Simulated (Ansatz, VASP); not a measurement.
BN in VASP and in Ansatz

```xyz
4
Lattice="2.8413 0.0000 0.0000 -1.4206 2.4606 0.0000 0.0000 0.0000 4.2269" Properties=species:S:1:pos:R:3 pbc="T T T"
B     1.4206    0.8202    4.2257
B     0.0000    1.6404    2.1123
N     1.4206    0.8202    2.6430
N     0.0000    1.6404    0.5295
```

Change from the starting cell: strain +0.1125 x Voigt [1, 1, 0, 0, 0, 0], atoms carried along.

Alike in both runs: task single point; functional PBE; k mesh 12 × 12 × 6; occupations gaussian, width 0.05 eV; no spin polarisation.

|  | VASP | Ansatz |
| --- | --- | --- |
| version | VASP 6.6.1 | Ansatz 0.2.0 |
| potentials or method | VASP PAW PBE potentials, release 64 (B, N), cutoff 520 eV | scalar-relativistic, plane waves, PAW |
| valence electrons in the cell | 16 | 16 |

Ansatz gave:

- gap on the k mesh at the Fermi level (eV): 4.88
- least direct gap on the mesh (eV): 5.26
- pressure (GPa): -49.1
- traceless stress, the component that is largest in VASP (GPa): 39.12
- rms of the force components (eV/Å): 0.189

What did VASP give for the same quantities?

gap on the k mesh at the Fermi level (eV): 4.87; least direct gap on the mesh (eV): 5.26; pressure (GPa): -49.2; traceless stress, the component that is largest in VASP (GPa): 39.30; rms of the force components (eV/Å): 0.181.

Atom by atom the forces differ by 0.008 eV/Å (rms over components). Both programs put the cell under strong tension, so it lies far from rest at this level.

Noted on VASP's run: the cell as given lies far from equilibrium.
